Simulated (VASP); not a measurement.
Write the native input for VASP 6.6.1 that does the following.

| Property | Result |
| --- | --- |
| Task | relaxation of cell and atoms |
| Functional | PBE |
| Potentials or basis | VASP PAW PBE potentials, release 64 (Si, Ge_d, Pt) |
| Cutoff | 600 eV |
| k mesh | 8 × 8 × 8 |
| Occupations | gaussian, width 0.1 eV |
| Spin | no spin polarisation |
| Dipole correction | no |
| Further INCAR settings | ALGO = Normal; EDIFF = 1e-06; IBRION = 2; EDIFFG = -0.01; NSW = 100; ISIF = 3 |

The structure of SiGe4Pt lies in POSCAR:

```
SiGe4Pt
1.0
    0.0000000000      3.8863209700      3.8863209700
    3.8863209700      0.0000000000      3.8863209700
    3.8863209700      3.8863209700      0.0000000000
Si Ge Pt
1 4 1
Direct
    0.0000000000      0.0000000000      0.0000000000
    0.8753639800      0.3748786700      0.3748786700
    0.3748786700      0.3748786700      0.3748786700
    0.3748786700      0.8753639800      0.3748786700
    0.3748786700      0.3748786700      0.8753639800
    0.7500000000      0.7500000000      0.7500000000
```

The cell was built from a structure type or drawn by symmetry, and may not be a known phase.

One way to write it, as run:

INCAR

```
  PREC = Accurate
  ENCUT = 600
  EDIFF = 1E-6
  ISMEAR = 0
  SIGMA = 0.1
  LREAL = F
  LASPH = T
  NELM = 100
  ALGO = Normal
  ISIF = 3
  LWAVE = F
  LCHARG = F
  GGA = PE
  IBRION = 2
  NSW = 100
  EDIFFG = -0.01
```

KPOINTS

```
Automatic mesh
0
Gamma
  8 8 8
```

Potentials or basis: VASP PAW PBE potentials, release 64 (Si, Ge_d, Pt).

The run is started by

```sh
$ cat potpaw_PBE.64/Si/POTCAR potpaw_PBE.64/Ge_d/POTCAR potpaw_PBE.64/Pt/POTCAR > POTCAR
$ mpirun -np 1 vasp_std > vasp.out
```

Results of the run:

* Relaxed volume: 18.96 Å³/atom
* Relaxed cell: a = 5.438 Å, b = 5.438 Å, c = 5.438 Å, α = 60.00°, β = 60.00°, γ = 60.00°
* Space group after relaxing (to 0.1 Å): F-43m (No. 216)
* Energy gained by relaxing: 4.7 meV/atom
* Ionic steps: 5
* Pressure after relaxing: -0.1 GPa
* Largest force after relaxing: 0.003 eV/Å
* Band gap on the k mesh: zero (bands 35 and 36 overlap by 1.12 eV)

Caveat: spin-orbit coupling is left out, which moves the levels of the heavy elements.

Run time: 14 min on 1 thread of Intel Xeon 8259CL, with other jobs on the host, peak memory 0.43 GiB.
